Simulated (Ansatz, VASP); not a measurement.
## One calculation of SiNi, two programs

```
Ni Si
1.0
     2.94277    0.00000    0.00000
     0.00000    3.28033    0.00000
     0.00000    0.00000    4.67745
Ni Si
2 2
Direct
  0.50000 0.50000 0.34250
  0.00000 0.00000 0.65750
  0.50000 0.50000 0.84314
  0.00000 0.00000 0.15686
```

Alike in both runs: task single point; functional PBE; k mesh 8 × 7 × 5; occupations fermi-dirac, width 0.05 eV; collinear spin; fixed moment 1.5 μB.

```csv
,VASP,Ansatz
version,VASP 6.6.1,Ansatz 0.2.0
potentials or method,"VASP PAW PBE potentials, release 64 (Ni, Si)",Ansatz PAW
plane-wave cutoff (eV),520,420
valence electrons in the cell,28,44
```

```csv
,VASP,Ansatz,Ansatz less VASP
pressure (GPa),11.5,11.5,-0.01
"traceless stress, the component that is largest in VASP (GPa)",0.40,0.32,-0.083
rms of the force components (eV/Å),0.184,0.184,-0.0002
net moment per atom (μB),0.38,0.37,0.000
size of the moment on the site where the two differ most (μB),0.50,0.49,-0.015
```

Site moments also hang on the region over which each program counts them. Atom by atom the forces differ by 0.004 eV/Å (rms over components). With one functional, cell and mesh, what is left measures potentials, basis and numerics. VASP's potentials hold 28 valence electrons a cell and Ansatz's 44, so a difference there can come from the potentials and not from the codes.
